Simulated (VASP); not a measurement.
# Zr (P6/mmm) in VASP: notebook

Zr is run at these levels: LDA; tasks: single point, relaxation of cell and atoms.

All numbers are computed with VASP 6.6.1; they aren't measurements. Logs are shortened: lines on timing, memory, paths and dates and some standing lists are left out, and cuts for length are marked.

## 1. The cell of the first run

The structure is hexagonal, space group P6/mmm (No. 191). The conventional cell has a = 4.923 Å, b = 4.923 Å, c = 3.082 Å, α = 90.00°, β = 90.00°, γ = 120.00°. Zr (site symmetry 6/mmm) has 14 Zr at 3.08 to 3.23 Å within 4.1 Å. Zr (site symmetry -6m2) has 11 Zr at 2.84 to 3.23 Å within 3.7 Å.

This isn't the form of Zr at room conditions, which is hcp.

## 2. Single point, LDA

File INCAR:

```
SYSTEM = Zr
ALGO     = Fast           ! electronic algorithm
EDIFF    = 1E-6           ! SCF threshold, eV
ENCUT    = 520            ! plane-wave cutoff, eV
GGA      = CA             ! functional
ISIF     = 2              ! what is computed and relaxed
ISMEAR   = 0              ! smearing method
LASPH    = .True.         ! aspherical terms in the spheres
LCHARG   = .False.        ! write CHGCAR
LREAL    = .False.        ! projectors in reciprocal space
LWAVE    = .False.        ! write WAVECAR
NBANDS   = 25             ! bands
NELM     = 100            ! most SCF steps
PREC     = Accurate       ! precision mode
SIGMA    = 0.05           ! smearing width, eV
```

File KPOINTS:

```
k-points
0
Gamma
  10 10 16
  0 0 0
```

File POSCAR:

```
Zr
1.0
    4.9227859323      0.0000000000      0.0000000000
   -2.4613929661      4.2632576747      0.0000000000
    0.0000000000      0.0000000000      3.0818277077
Zr
3
Direct
    0.0000000000      0.0000000000      0.0000000000
    0.3333333333      0.6666666667      0.5000000000
    0.6666666667      0.3333333333      0.5000000000
```

Potentials or basis: VASP PAW LDA potentials, release 64 (Zr_sv).

Run with:

```
> cat potpaw_LDA.64/Zr_sv/POTCAR > POTCAR
> mpirun -np 1 vasp_std > vasp.out
```

OUTCAR:

```text
SYSTEM = Zr
   EDIFF = 1E-6
   ENCUT = 520
   GGA = CA
   ISIF = 2
   ISMEAR = 0
   LASPH = .True.
   LREAL = .False.
   NELM = 100
   PREC = Accurate

 ion  position               nearest neighbor table
   1  0.000  0.000  0.000-   2 3.23   3 3.23   2 3.23   3 3.23   2 3.23   2 3.23   3 3.23   3 3.23
                             3 3.23   3 3.23   2 3.23   2 3.23
   2  0.333  0.667  0.500-   3 2.84   3 2.84   3 2.84   1 3.23   1 3.23   1 3.23   1 3.23   1 3.23
                             1 3.23
   3  0.667  0.333  0.500-   2 2.84   2 2.84   2 2.84   1 3.23   1 3.23   1 3.23   1 3.23   1 3.23
                             1 3.23

  LATTYP: Found a hexagonal cell.
 ALAT       =     4.9227859323
 C/A-ratio  =     0.6260332564

  Lattice vectors:

 A1 = (   4.9227859323,   0.0000000000,   0.0000000000)
 A2 = (  -2.4613929661,   4.2632576747,   0.0000000000)
 A3 = (   0.0000000000,   0.0000000000,   3.0818277077)

Analysis of symmetry for initial positions (statically):
=====================================================================
 Subroutine PRICEL returns:
 Original cell was already a primitive cell.

 Routine SETGRP: Setting up the symmetry group for a
 hexagonal supercell.

 Subroutine GETGRP returns: Found 24 space group operations
 (whereof 24 operations were pure point group operations)
 out of a pool of 24 trial point group operations.

The static configuration has the point symmetry D_6h.

Analysis of symmetry for dynamics (positions and initial velocities):
=====================================================================
 Subroutine PRICEL returns:
 Original cell was already a primitive cell.

 Routine SETGRP: Setting up the symmetry group for a
 hexagonal supercell.

 Subroutine GETGRP returns: Found 24 space group operations
 (whereof 24 operations were pure point group operations)
 out of a pool of 24 trial point group operations.

The dynamic configuration has the point symmetry D_6h.

 Subroutine INISYM returns: Found 24 space group operations
 (whereof 24 operations are pure point group operations),
 and found     1 'primitive' translations

----------------------------------------------------------------------------------------

                                     Primitive cell

  volume of cell :      64.6786

  direct lattice vectors                    reciprocal lattice vectors
     4.922785932  0.000000000  0.000000000     0.203137007  0.117281206  0.000000000
    -2.461392966  4.263257675  0.000000000     0.000000000  0.234562411  0.000000000
     0.000000000  0.000000000  3.081827708     0.000000000  0.000000000  0.324482773

  length of vectors
     4.922785932  4.922785932  3.081827708     0.234562411  0.234562411  0.324482773

  position of ions in fractional coordinates (direct lattice)
     0.000000000  0.000000000  0.000000000
     0.333333333  0.666666667  0.500000000
     0.666666667  0.333333333  0.500000000

  ion indices of the primitive-cell ions
   primitive index   ion index
                 1           1
                 2           2
                 3           3

----------------------------------------------------------------------------------------

 KPOINTS: k-points

Automatic generation of k-mesh.
 Grid dimensions read from file:
 generate k-points for:   10   10   16

 Generating k-lattice:

  Cartesian coordinates                     Fractional coordinates (reciprocal lattice)
     0.020313701  0.011728121  0.000000000     0.100000000  0.000000000  0.000000000
     0.000000000  0.023456241  0.000000000     0.000000000  0.100000000  0.000000000
     0.000000000  0.000000000  0.020280173     0.000000000  0.000000000  0.062500000

  Length of vectors
     0.023456241  0.023456241  0.020280173

  Shift w.r.t. Gamma in fractional coordinates (k-lattice)
     0.000000000  0.000000000  0.000000000

 Subroutine IBZKPT returns following result:
 ===========================================

 Found    126 irreducible k-points:

 Following reciprocal coordinates:
            Coordinates               Weight
  0.000000  0.000000  0.000000      1.000000
  0.100000 -0.000000  0.000000      6.000000
  0.200000 -0.000000  0.000000      6.000000
  0.300000 -0.000000  0.000000      6.000000
  0.400000 -0.000000  0.000000      6.000000
  0.500000 -0.000000  0.000000      3.000000
[... 16 lines left out ...]
  0.300000  0.100000  0.062500     24.000000
  0.400000  0.100000  0.062500     24.000000
 [... further k-points ...]
   k-points           NKPTS =    126   k-points in BZ     NKDIM =    126   number of bands    NBANDS=     25
   number of dos      NEDOS =    301   number of ions     NIONS =      3
   total plane-waves  NPLWV =  38400
   dimension x,y,z NGX =    40 NGY =   40 NGZ =   24
   dimension x,y,z NGXF=    80 NGYF=   80 NGZF=   48
   ions per type =               3
   NGX,Y,Z   is equivalent  to a cutoff of  13.51, 13.51, 12.95 a.u.
   NGXF,Y,Z  is equivalent  to a cutoff of  27.02, 27.02, 25.89 a.u.
 SYSTEM =  Zr
   PREC   = accura    normal or accurate (medium, high low for compatibility)
   ISTART =      0    job   : 0-new  1-cont  2-samecut
   ICHARG =      2    charge: 1-file 2-atom 10-const
   ISPIN  =      1    spin polarized calculation?
   LNONCOLLINEAR =      F non collinear calculations
   LSORBIT =      F    spin-orbit coupling
   LASPH  =      T    aspherical Exc in radial PAW
   ENCUT  =  520.0 eV  38.22 Ry    6.18 a.u.   9.15  9.15  5.73*2*pi/ulx,y,z
   NELM   =    100;   NELMIN=  2; NELMDL= -5     # of ELM steps
   EDIFF  = 0.1E-05   stopping-criterion for ELM
   LREAL  =      F    real-space projection
[... 7 lines left out ...]
   TEBEG  =    0.0;   TEEND  =   0.0 temperature during run
   PSTRESS=    0.0 pullay stress
   NELECT =      36.0000    total number of electrons
   NUPDOWN=      -1.0000    fix difference up-down
   EMIN   =  10.00;   EMAX   =-10.00  energy-range for DOS
   EFERMI =   0.00;   METHOD = LEGACY
   ISMEAR =     0;   SIGMA  =   0.05  broadening in eV -4-tet -1-fermi 0-gaus
   EFERMI_NEDOS =   21; number of points for ismear=-14 and -15
   IALGO  =     68    algorithm
   IMIX   =      4    mixing-type and parameters
     AMIX     =   0.40;   BMIX     =  1.00
     AMIX_MAG =   1.60;   BMIX_MAG =  1.00
  volume/ion in A,a.u.               =      21.56       145.49
  Fermi-wavevector in a.u.,A,eV,Ry     =   1.346652  2.544803 24.673778  1.813472
  Thomas-Fermi vector in A             =   2.474467
   LORBIT       =      0    0 simple, 1 ext, 2 COOP (PROOUT), +10 PAW based schemes
   GGA     = CA    functional components
   LHFCALC =     F    Hartree Fock is set to
   AEXX    =    0.0000 exact exchange contribution
   IVDW    =     0    specifies the selected vdW correction
   LEPSILON=     F    determine dielectric tensor
   LRPA    =     F    only Hartree local field effects (RPA)
 non-spin polarized calculation
 RMM-DIIS sequential band-by-band and
 Gauss-broadening in eV      SIGMA  =   0.05
  energy-cutoff  :      520.00
  volume of cell :       64.68
 maximum number of plane-waves:      1758
 NGX is ok and might be reduce to    40
   NGX = 19   NGY = 19   NGZ = 11

 number of electron      36.0000000 magnetization

 Free energy of the ion-electron system (eV)
  ---------------------------------------------------
  ext. energy  EPLUGINS =         0.00000000
  ---------------------------------------------------
  free energy    TOTEN  =       -27.92515562 eV

  energy without entropy =      -27.92238638  energy(sigma->0) =      -27.92377100

 E-fermi :   9.5357     XC(G=0): -11.6462

 val. band max:        9.5307948754   @ k =   0.4000   0.2000   0.4375
 cond. band min:       9.5390317304   @ k =   0.1000   0.1000   0.0000
 fundamental gap:      0.0082368550
 Fermi energy:         9.5357365844

 k-point     1 :       0.0000    0.0000    0.0000
  band No.  band energies     occupation
      1     -38.9022      2.00000
      2     -38.6417      2.00000
      3     -38.4004      2.00000
      4     -17.3066      2.00000
      5     -17.3066      2.00000
      6     -17.2385      2.00000
[... 17 lines left out ...]
     24      11.8839      0.00000
     25      11.8989      0.00000

 k-point     2 :       0.1000   -0.0000    0.0000
  band No.  band energies     occupation
      1     -38.8987      2.00000
      2     -38.6395      2.00000
      3     -38.4067      2.00000
      4     -17.3997      2.00000
      5     -17.3777      2.00000
      6     -17.1408      2.00000
[... 17 lines left out ...]
     24      11.4933      0.00000
     25      12.3635      0.00000

 k-point     3 :       0.2000   -0.0000    0.0000
  band No.  band energies     occupation
      1     -38.8894      2.00000
      2     -38.6320      2.00000
      3     -38.4245      2.00000
      4     -17.5049      2.00000
      5     -17.4154      2.00000
      6     -17.0230      2.00000
[... 17 lines left out ...]
     24      11.6932      0.00000
     25      12.9283      0.00000

 k-point     4 :       0.3000   -0.0000    0.0000
  band No.  band energies     occupation
      1     -38.8784      2.00000
      2     -38.6182      2.00000
      3     -38.4508      2.00000
      4     -17.5877      2.00000
      5     -17.3844      2.00000
      6     -16.9233      2.00000
[... 17 lines left out ...]
     24      12.2252      0.00000
     25      13.4584      0.00000
[... 477 lines left out ...]
 k-point    22 :       0.2000    0.1000    0.0625
  band No.  band energies     occupation
      1     -38.8787      2.00000
      2     -38.6212      2.00000
      3     -38.4383      2.00000
      4     -17.5257      2.00000
      5     -17.4299      2.00000
      6     -16.9716      2.00000
[... 17 lines left out ...]
     24      11.9858      0.00000
     25      13.4374      0.00000

 k-point    23 :       0.3000    0.1000    0.0625
  band No.  band energies     occupation
      1     -38.8694      2.00000
      2     -38.6035      2.00000
      3     -38.4667      2.00000
      4     -17.5850      2.00000
      5     -17.3663      2.00000
      6     -16.9709      2.00000
[... 17 lines left out ...]
     24      12.5433      0.00000
     25      12.9316      0.00000

 k-point    24 :       0.4000    0.1000    0.0625
  band No.  band energies     occupation
      1     -38.8639      2.00000
      2     -38.5853      2.00000
      3     -38.4911      2.00000
      4     -17.6169      2.00000
      5     -17.2460      2.00000
      6     -17.0870      2.00000
[... 17 lines left out ...]
     24      12.2617      0.00000
     25      13.2160      0.00000

 [... further k-points ...]
[... 5 lines left out ...]
  --------------------------------------------------------------------------------------
  -------------------------------------------------------------------------------------
  Total        0.0565433      0.0565433      0.0457731      0.0000000     -0.0000000     -0.0000000
  in kB        1.4006534      1.4006534      1.1338609      0.0000000     -0.0000000     -0.0000000
  external PRESSURE =       1.3117226 kB  Pullay stress =       0.0000000 kB

 VOLUME and BASIS-vectors are now :
 -----------------------------------------------------------------------------
  energy-cutoff  :      520.00
  volume of cell :       64.68
      direct lattice vectors                 reciprocal lattice vectors
     4.922785932  0.000000000  0.000000000     0.203137007  0.117281206  0.000000000
    -2.461392966  4.263257675  0.000000000     0.000000000  0.234562411  0.000000000
     0.000000000  0.000000000  3.081827708     0.000000000  0.000000000  0.324482773

 POSITION                                       TOTAL-FORCE (eV/Angst)
 -----------------------------------------------------------------------------------
      0.00000      0.00000      0.00000         0.000000      0.000000      0.000000
     -0.00000      2.84217      1.54091        -0.000000      0.000000      0.000000
      2.46139      1.42109      1.54091         0.000000      0.000000     -0.000000
 -----------------------------------------------------------------------------------
    total drift:                                0.000000      0.000000      0.000000

  FREE ENERGIE OF THE ION-ELECTRON SYSTEM (eV)
  ---------------------------------------------------
  free  energy   TOTEN  =       -27.9251556205 eV

  energy  without entropy=      -27.9223863768  energy(sigma->0) =      -27.92377100
```

Wall time 3.9 min (1 thread of Intel Xeon Platinum 8259CL at 2.50GHz (Skylake/Cascade Lake), shared host); peak memory 0.27 GiB.

Results:

```
Free energy            : -27.9252 eV
Pressure               : 0.1 GPa
Band gap on the k mesh : zero (bands 18 and 19 overlap by 0.68 eV)
```

## 3. Relaxation of cell and atoms, LDA, target pressure 14 GPa, at which the enthalpy is minimised

This run uses another cell than the first one, of 20.04 Å³/atom.

File INCAR:

```
SYSTEM = Zr
ALGO = Fast
EDIFF = 1E-7
EDIFFG = -0.01
ENCUT = 600
IBRION = 2
ISIF = 3
ISMEAR = 0
LASPH = .True.
LCHARG = .False.
LREAL = .False.
LWAVE = .False.
NELM = 80
NSW = 80
PREC = Accurate
PSTRESS = 140.0
SIGMA = 0.05
```

KPOINTS is that of step 2.

File POSCAR:

```
Zr
1.0
    4.8045892494      0.0000000000      0.0000000000
   -2.4022946247      4.1608963448      0.0000000000
    0.0000000000      0.0000000000      3.0075235641
Zr
3
Direct
    0.0000000000      0.0000000000      0.0000000000
    0.3333333333      0.6666666667      0.5000000000
    0.6666666667      0.3333333333      0.5000000000
```

Potentials or basis: VASP PAW LDA potentials, release 64 (Zr_sv).

Run with:

```
> cat potpaw_LDA.64/Zr_sv/POTCAR > POTCAR
> mpirun -np 1 vasp_std > vasp.out
```

Run time: 14 min. Hardware: 1 thread of Intel Xeon Platinum 8259CL at 2.50GHz (Skylake/Cascade Lake), shared host; peak memory 0.29 GiB.

The run converged. Its results:

| Item | Value |
| --- | --- |
| Free energy | -27.6567 eV |
| Relaxed volume | 19.39 Å³/atom |
| Relaxed cell | a = 4.752 Å, b = 4.752 Å, c = 2.974 Å, α = 90.00°, β = 90.00°, γ = 120.00° |
| Space group after relaxing (to 0.1 Å) | P6/mmm (No. 191) |
| Energy change on relaxing (the run minimises the enthalpy) | +47.1 meV/atom |
| Ionic steps | 4 |
| Pressure after relaxing | 14.0 GPa |
| Band gap on the k mesh | zero (bands 18 and 19 overlap by 0.86 eV) |

The path:
| step | energy change (eV) | largest force (eV/Å) | pressure (GPa) | volume (Å³) |
| --- | --- | --- | --- | --- |
| 1 | 0.0000 | 0.0000 | 9.17 | 60.12 |
| 2 | 0.5054 | 0.0000 | 23.44 | 55.02 |
| 3 | 0.1379 | 0.0000 | 13.92 | 58.20 |
| 4 | 0.1412 | 0.0000 | 14.02 | 58.16 |

Final structure:
```yaml
crystal:
  lattice:
    - [4.75189, 0.00000, 0.00000]
    - [-2.37595, 4.11526, 0.00000]
    - [0.00000, 0.00000, 2.97438]
  atoms:
    - { symbol: Zr, position: [0.00000, 0.00000, 0.00000] }
    - { symbol: Zr, position: [0.33333, 0.66667, 0.50000] }
    - { symbol: Zr, position: [0.66667, 0.33333, 0.50000] }
```

Levels at points of the mesh, in eV from the Fermi level:
```csv
k point,band 16,band 17,band 18,band 19,band 20,band 21
"(0.00, 0.00, 0.00)",-0.36,-0.28,-0.28,-0.15,0.92,1.84
"(0.50, 0.00, 0.00)",-0.87,-0.86,-0.60,-0.10,0.86,1.13
"(0.00, 0.00, 0.50)",-2.31,-1.88,-1.01,1.37,1.37,2.07
"(0.50, 0.00, 0.50)",-1.94,-0.97,-0.35,0.15,1.06,1.86
```

Caveat: the cell is relaxed towards a set pressure, so the run minimises the enthalpy, not the energy.

The gap in the log of VASP goes by the Fermi energy; the results here count the filled bands.